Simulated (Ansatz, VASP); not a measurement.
Ga2N in VASP and in Ansatz

File INCAR:

```
  PREC = Accurate
  ENCUT = 600
  EDIFF = 1E-6
  ISMEAR = 0
  SIGMA = 0.1
  LREAL = F
  LASPH = T
  NELM = 100
  ALGO = Normal
  ISIF = 3
  LWAVE = F
  LCHARG = F
  GGA = PE
  IBRION = 2
  NSW = 100
  EDIFFG = -0.01
```

Contents of KPOINTS:

```
regular mesh
0
Gamma
  14 14 14
```

POSCAR

```
Ga2N
1.0
    0.0000000000      2.8422251172      2.8422251172
    2.8422251172      0.0000000000      2.8422251172
    2.8422251172      2.8422251172      0.0000000000
Ga N
2 1
Direct
    0.2500000000      0.2500000000      0.2500000000
    0.7500000000      0.7500000000      0.7500000000
    0.5000000000      0.5000000000      0.5000000000
```

Input for Ansatz:

```yaml
crystal:
  lattice:
    - [0.0, 2.8422251172, 2.8422251172]
    - [2.8422251172, 0.0, 2.8422251172]
    - [2.8422251172, 2.8422251172, 0.0]
  atoms:
    - { symbol: Ga, position: [0.25, 0.25, 0.25] }
    - { symbol: Ga, position: [0.75, 0.75, 0.75] }
    - { symbol: "N", position: [0.5, 0.5, 0.5] }
basis:
  ecutwfc: 420
kpoints:
  mp_grid: { grid: [14, 14, 14] }
hamiltonian:
  xc: pbe
scf:
  occupations: { method: gaussian, width: 0.1 }
output:
  forces: true
  stress: true
  eigenvalues: true
  write_density: true
  write_potential: true
  elf: true
  volumetric_format: npy
relax:
  adjacent_minimum: "off"
  f_tol: 0.01
  max_steps: 80
  cell: { stress_tol: 0.05 }
```

Alike in both runs: task relaxation of cell and atoms; functional PBE; k mesh 14 × 14 × 14; occupations gaussian, width 0.1 eV; no spin polarisation.

|  | VASP | Ansatz |
| --- | --- | --- |
| version | VASP 6.6.1 | Ansatz 0.2.0 |
| potentials or method | VASP PAW PBE potentials, release 64 (Ga_d, N), cutoff 600 eV | scalar-relativistic, plane waves, PAW |
| valence electrons in the cell | 31 | 31 |

|  | VASP | Ansatz | Ansatz less VASP |
| --- | --- | --- | --- |
| gap on the k mesh at the Fermi level, each at its own relaxed structure (eV) | none | none | - |
| relaxed volume (Å³/atom) | 15.45 | 15.45 | -0.001 |
| relaxed cell length with the largest relative difference (Å) | 4.032 | 4.032 | 0.0000 |

A gap of «none» marks a metal or a gap that the smearing closes.
